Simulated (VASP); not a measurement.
# Ir (I4/mmm) in VASP: a series of runs

Ir is run at these levels: PBE; tasks: single point.

Program: VASP 6.6.1. These are calculated values, not measurements. Logs are shortened: lines on timing, memory, paths and dates and some standing lists are left out, and cuts for length are marked.

**1. The cell of the first run**

It takes space group I4/mmm (No. 139, tetragonal). The conventional cell has a = 3.106 Å, b = 3.106 Å, c = 2.909 Å, α = 90.00°, β = 90.00°, γ = 90.00°. Within 3.5 Å of Ir (site symmetry 4/mmm) lie 14 Ir at 2.63 to 3.11 Å.

**2. Single point, PBE (14.03 Å³/atom)**

File INCAR:

```
PREC     = Accurate       # precision mode
ENCUT    = 520            # plane-wave cutoff, eV
EDIFF    = 1E-7           # SCF threshold, eV
ISMEAR   = 0              # smearing method
SIGMA    = 0.15           # smearing width, eV
LREAL    = False          # projectors in reciprocal space
LASPH    = True           # aspherical terms in the spheres
NELM     = 60             # most SCF steps
ALGO     = Normal         # electronic algorithm
ISIF     = 2              # what is computed and relaxed
LWAVE    = False          # write WAVECAR
LCHARG   = False          # write CHGCAR
GGA      = PE             # functional
NBANDS   = 10             # bands
```

File KPOINTS:

```
Automatic mesh
0
Gamma
  22 22 22
```

File POSCAR:

```
Ir
1.0
    0.0000000000      2.1960174352      1.4546419491
    2.1960174352      0.0000000000      1.4546419491
    2.1960174352      2.1960174352      0.0000000000
Ir
1
Direct
    0.0000000000      0.0000000000      0.0000000000
```

Potentials or basis: VASP PAW PBE potentials, release 64 (Ir).

On the command line:

```bash
cat potpaw_PBE.64/Ir/POTCAR > POTCAR
mpirun -np 1 vasp_std > vasp.out
```

OUTCAR:

```text
PREC = Accurate
   ENCUT = 520
   EDIFF = 1E-7
   ISMEAR = 0
   LREAL = False
   LASPH = True
   NELM = 60
   ISIF = 2
   GGA = PE

 ion  position               nearest neighbor table
   1  0.000  0.000  0.000-

  LATTYP: Found a body centered tetragonal cell.
 ALAT       =     3.1056376401
 C/A-ratio  =     0.9367750637

  Lattice vectors:

 A1 = (   0.0000000000,  -2.1960174352,  -1.4546419491)
 A2 = (   0.0000000000,   2.1960174352,  -1.4546419491)
 A3 = (   2.1960174352,   0.0000000000,   1.4546419491)

Analysis of symmetry for initial positions (statically):
=====================================================================
 Subroutine PRICEL returns:
 Original cell was already a primitive cell.

 Routine SETGRP: Setting up the symmetry group for a
 body centered tetragonal supercell.

 Subroutine GETGRP returns: Found 16 space group operations
 (whereof 16 operations were pure point group operations)
 out of a pool of 16 trial point group operations.

The static configuration has the point symmetry D_4h.

Analysis of symmetry for dynamics (positions and initial velocities):
=====================================================================
 Subroutine PRICEL returns:
 Original cell was already a primitive cell.

 Routine SETGRP: Setting up the symmetry group for a
 body centered tetragonal supercell.

 Subroutine GETGRP returns: Found 16 space group operations
 (whereof 16 operations were pure point group operations)
 out of a pool of 16 trial point group operations.

The dynamic configuration has the point symmetry D_4h.

 Subroutine INISYM returns: Found 16 space group operations
 (whereof 16 operations are pure point group operations),
 and found     1 'primitive' translations

----------------------------------------------------------------------------------------

                                     Primitive cell

  volume of cell :      14.0300

  direct lattice vectors                    reciprocal lattice vectors
     0.000000000  2.196017435  1.454641949    -0.227684895  0.227684895  0.343727197
     2.196017435  0.000000000  1.454641949     0.227684895 -0.227684895  0.343727197
     2.196017435  2.196017435  0.000000000     0.227684895  0.227684895 -0.343727197

  length of vectors
     2.634098665  2.634098665  3.105637640     0.470987483  0.470987483  0.470987483

  position of ions in fractional coordinates (direct lattice)
     0.000000000  0.000000000  0.000000000

  ion indices of the primitive-cell ions
[... 79 lines left out ...]
   NFREE  =      0    steps in history (QN), initial steepest desc. (CG)
   ISIF   =      2    stress and relaxation
   ISYM   =      2    0-nonsym 1-usesym 2-fastsym
   POTIM  = 0.5000    time-step for ionic-motion
   TEBEG  =    0.0;   TEEND  =   0.0 temperature during run
   PSTRESS=    0.0 pullay stress
   NELECT =       9.0000    total number of electrons
   NUPDOWN=      -1.0000    fix difference up-down
   EMIN   =  10.00;   EMAX   =-10.00  energy-range for DOS
   EFERMI =   0.00;   METHOD = LEGACY
   ISMEAR =     0;   SIGMA  =   0.15  broadening in eV -4-tet -1-fermi 0-gaus
   EFERMI_NEDOS =   21; number of points for ismear=-14 and -15
   IALGO  =     38    algorithm
   IMIX   =      4    mixing-type and parameters
     AMIX     =   0.40;   BMIX     =  1.00
     AMIX_MAG =   1.60;   BMIX_MAG =  1.00
  volume/ion in A,a.u.               =      14.03        94.68
  Fermi-wavevector in a.u.,A,eV,Ry     =   1.411897  2.668099 27.122588  1.993454
  Thomas-Fermi vector in A             =   2.533702
   LORBIT       =      0    0 simple, 1 ext, 2 COOP (PROOUT), +10 PAW based schemes
   GGA     = PE    functional components
   LHFCALC =     F    Hartree Fock is set to
   AEXX    =    0.0000 exact exchange contribution
   IVDW    =     0    specifies the selected vdW correction
   LEPSILON=     F    determine dielectric tensor
   LRPA    =     F    only Hartree local field effects (RPA)
 non-spin polarized calculation
 Gauss-broadening in eV      SIGMA  =   0.15
  energy-cutoff  :      520.00
  volume of cell :       14.03
 maximum number of plane-waves:       396
   NGX =  9   NGY =  9   NGZ = 11

 number of electron       9.0000001 magnetization

 Free energy of the ion-electron system (eV)
  ---------------------------------------------------
  ext. energy  EPLUGINS =         0.00000000
  ---------------------------------------------------
  free energy    TOTEN  =        -8.22536906 eV

  energy without entropy =       -8.20431866  energy(sigma->0) =       -8.21484386

 E-fermi :  10.2616     XC(G=0): -14.0193

 val. band max:       10.2597436470   @ k =  -0.2273   0.3182   0.2727
 cond. band min:      10.2619096622   @ k =  -0.4091   0.0000   0.2727
 fundamental gap:      0.0021660152
 Fermi energy:        10.2615645135

 k-point     1 :       0.0000    0.0000    0.0000
  band No.  band energies     occupation
      1      -0.6503      2.00000
      2       6.0932      2.00000
      3       6.7829      2.00000
      4       6.7829      2.00000
      5       9.0490      2.00000
      6      10.2543      1.05464
      7      26.7965      0.00000
      8      26.7965      0.00000
      9      28.3310      0.00000
     10      38.1687      0.00000
[... 287 lines left out ...]
 k-point    24 :      -0.4545    0.0455    0.0000
  band No.  band energies     occupation
      1       2.5878      2.00000
      2       4.4890      2.00000
      3       8.9873      2.00000
      4       9.5966      2.00000
      5      11.3573      0.00000
      6      12.5051      0.00000
      7      19.4490      0.00000
      8      23.6326      0.00000
      9      27.1961      0.00000
     10      35.6429      0.00000

 [... further k-points ...]

------------------------ aborting loop because EDIFF is reached ----------------------------------------

  FORCE on cell =-STRESS in cart. coord.  units (eV):
  Direction    XX          YY          ZZ          XY          YZ          ZX
  --------------------------------------------------------------------------------------
  -------------------------------------------------------------------------------------
  Total        3.1666423      3.1666423      0.2570975      0.0000000      0.0000000      0.0000000
  in kB      361.6195610    361.6195610     29.3596447      0.0000000      0.0000000      0.0000000
  external PRESSURE =     250.8662556 kB  Pullay stress =       0.0000000 kB

 VOLUME and BASIS-vectors are now :
 -----------------------------------------------------------------------------
  energy-cutoff  :      520.00
  volume of cell :       14.03
      direct lattice vectors                 reciprocal lattice vectors
     0.000000000  2.196017435  1.454641949    -0.227684895  0.227684895  0.343727197
     2.196017435  0.000000000  1.454641949     0.227684895 -0.227684895  0.343727197
     2.196017435  2.196017435  0.000000000     0.227684895  0.227684895 -0.343727197

 POSITION                                       TOTAL-FORCE (eV/Angst)
 -----------------------------------------------------------------------------------
      0.00000      0.00000      0.00000         0.000000      0.000000      0.000000
 -----------------------------------------------------------------------------------
    total drift:                                0.000000     -0.000000     -0.000000

  FREE ENERGIE OF THE ION-ELECTRON SYSTEM (eV)
  ---------------------------------------------------
  free  energy   TOTEN  =        -8.2253690599 eV

  energy  without entropy=       -8.2043186615  energy(sigma->0) =       -8.21484386
```

OSZICAR:

```text
N       E                     dE             d eps       ncg     rms          rms(c)
DAV:   1     0.484779746236E+02    0.48478E+02   -0.44194E+03 16792   0.823E+02
DAV:   2    -0.778945393842E+01   -0.56267E+02   -0.53824E+02 17110   0.197E+02
DAV:   3    -0.868320749103E+01   -0.89375E+00   -0.88769E+00 19268   0.300E+01
DAV:   4    -0.869170344409E+01   -0.84960E-02   -0.84942E-02 19042   0.275E+00
DAV:   5    -0.869187549337E+01   -0.17205E-03   -0.17204E-03 19376   0.376E-01    0.165E+01
DAV:   6    -0.830890383281E+01    0.38297E+00   -0.62031E-01 18636   0.953E+00    0.753E+00
DAV:   7    -0.823069985631E+01    0.78204E-01   -0.23720E-01 19916   0.541E+00    0.170E+00
DAV:   8    -0.822593500431E+01    0.47649E-02   -0.81917E-03 18424   0.130E+00    0.651E-01
DAV:   9    -0.822536299968E+01    0.57200E-03   -0.26011E-04 18390   0.219E-01    0.329E-02
DAV:  10    -0.822536818524E+01   -0.51856E-05   -0.46037E-06 20708   0.200E-02    0.516E-03
DAV:  11    -0.822536922134E+01   -0.10361E-05   -0.39120E-07 19032   0.706E-03    0.168E-03
DAV:  12    -0.822536905794E+01    0.16340E-06   -0.20007E-08  9688   0.192E-03    0.177E-04
DAV:  13    -0.822536905988E+01   -0.19443E-08   -0.91325E-10  9084   0.395E-04
   1 F= -.82253691E+01 E0= -.82148439E+01  d E =-.210504E-01
```

Run time: 46 s. Hardware: 1 thread of AMD EPYC 9R45 (Zen 5), shared host; peak memory 0.21 GiB.

Results:

| Quantity | Value |
| --- | --- |
| Free energy | -8.2254 eV |
| Pressure | 25.1 GPa |
| Band gap on the k mesh | zero (an odd number of electrons rules out a gap without spin polarisation) |

Stress tensor (GPa, compression positive):
```
36.16  0.00  0.00
 0.00 36.16  0.00
 0.00  0.00  2.94
```

Caveat: the stress differs along the axes, from 3 to 36 GPa; spin-orbit coupling is left out, which moves the levels of the heavy elements.

**3. Single point, PBE (14.03 Å³/atom)**

File INCAR:

```
SYSTEM = Ir
ALGO = Normal
EDIFF = 1E-7
ENCUT = 520
GGA = PE
ISIF = 2
ISMEAR = 0
LASPH = .True.
LCHARG = .False.
LREAL = .False.
LWAVE = .False.
NBANDS = 10
NELM = 100
PREC = Accurate
SIGMA = 0.15
```

File KPOINTS:

```
k-points
0
Gamma
  22 22 22
  0 0 0
```

File POSCAR:

```
Ir
1.0
    0.0000000000      2.1218664650      1.5580865452
    2.1218664650      0.0000000000      1.5580865452
    2.1218664650      2.1218664650      0.0000000000
Ir
1
Direct
    0.0000000000      0.0000000000      0.0000000000
```

Potentials or basis: VASP PAW PBE potentials, release 64 (Ir).

On the command line:

```bash
cat potpaw_PBE.64/Ir/POTCAR > POTCAR
mpirun -np 1 vasp_std > vasp.out
```

It took 46 s on 1 thread of AMD EPYC 9R45 (Zen 5), shared host; peak memory 0.21 GiB.

The run converged. Its results:

- Free energy: -8.1805 eV
- Pressure: 25.8 GPa
- Band gap on the k mesh: zero (an odd number of electrons rules out a gap without spin polarisation)

Stress tensor (GPa, compression positive):
```
17.32  0.00  0.00
 0.00 17.32  0.00
 0.00  0.00 42.71
```

Levels at points of the mesh, in eV from the Fermi level:
```tsv
k point	band 1	band 2	band 3	band 4	band 5	band 6	band 7	band 8
(0.00, 0.00, 0.00)	-10.95	-3.89	-3.89	-3.53	-0.93	-0.28	16.42	17.25
(0.50, 0.00, 0.00)	-7.86	-5.56	-1.01	-0.21	-0.03	2.34	8.29	13.21
(0.50, 0.50, 0.00)	-7.45	-7.41	1.51	1.72	1.72	7.29	8.48	8.48
(0.50, 0.00, 0.50)	-7.81	-5.99	-0.36	0.05	0.07	2.48	8.63	12.85
```

Caveat: the stress differs along the axes, from 17 to 43 GPa; spin-orbit coupling is left out, which moves the levels of the heavy elements.

**4. Single point, PBE (15.19 Å³/atom)**

This run uses another cell than the first one, of 15.19 Å³/atom.

File INCAR:

```
ALGO = Normal ; EDIFF = 1E-6
ENCUT = 520 ; GGA = PE
ISIF = 2 ; ISMEAR = 0
LASPH = T ; LCHARG = F
LREAL = F ; LWAVE = F
NBANDS = 10 ; NELM = 80
PREC = Accurate ; SIGMA = 0.15
```

File KPOINTS:

```
k-points
0
Gamma
  22 22 22
```

File POSCAR:

```
Ir
1.0
    0.0000000000      2.1788035957      1.5998954804
    2.1788035957      0.0000000000      1.5998954804
    2.1788035957      2.1788035957      0.0000000000
Ir
1
Direct
    0.0000000000      0.0000000000      0.0000000000
```

On the command line:

```bash
cat potpaw_PBE.64/Ir/POTCAR > POTCAR
mpirun -np 1 vasp_std > vasp.out
```

Wall time 2.7 min (1 thread of Intel Xeon 8259CL, shared host); peak memory 0.25 GiB.

It converged, with:

```
Free energy            : -8.2554 eV
Pressure               : -3.0 GPa
Band gap on the k mesh : zero (an odd number of electrons rules out a gap without spin polarisation)
```

Stress tensor (GPa, compression positive):
```
-9.67  0.00  0.00
 0.00 -9.67  0.00
 0.00  0.00 10.41
```

Levels at points of the mesh, in eV from the Fermi level:
| k point | band 2 | band 3 | band 4 | band 5 | band 6 | band 7 |
| --- | --- | --- | --- | --- | --- | --- |
| (0.00, 0.00, 0.00) | -3.44 | -3.44 | -3.12 | -0.80 | -0.22 | 16.43 |
| (0.50, 0.00, 0.00) | -4.92 | -0.89 | -0.04 | -0.03 | 2.04 | 7.42 |
| (0.50, 0.50, 0.00) | -6.54 | 1.32 | 1.50 | 1.50 | 7.02 | 8.17 |
| (0.50, 0.00, 0.50) | -5.30 | -0.32 | 0.06 | 0.19 | 2.16 | 7.73 |

Caveat: the stress differs along the axes, from -10 to 10 GPa; spin-orbit coupling is left out, which moves the levels of the heavy elements.

**5. The runs side by side**

```tsv
cell	gap on the mesh (eV)	pressure (GPa)
a = 2.634, b = 2.634, c = 3.106 Å, angles 53.9, 53.9, 72.2°, 1 atom	none	25.1
a = 2.632, b = 2.632, c = 3.001 Å, angles 55.3, 55.3, 69.5°, 1 atom	none	25.8
a = 2.703, b = 2.703, c = 3.081 Å, angles 55.3, 55.3, 69.5°, 1 atom	none	-3.0
```

Alike in all rows: task single point; level PBE; potentials or basis VASP PAW PBE potentials, release 64 (Ir); no spin polarisation; k mesh 22 × 22 × 22; cutoff (eV) 520; smearing gaussian 0.15 eV.

Caveats: spin-orbit coupling is left out, which moves the levels of the heavy elements; the stress differs along the axes, from 3 to 36 GPa (at least some runs); the stress differs along the axes, from 17 to 43 GPa (at least some runs); the stress differs along the axes, from -10 to 10 GPa (at least some runs).

Absolute energies hang on the potentials; compare differences alone.
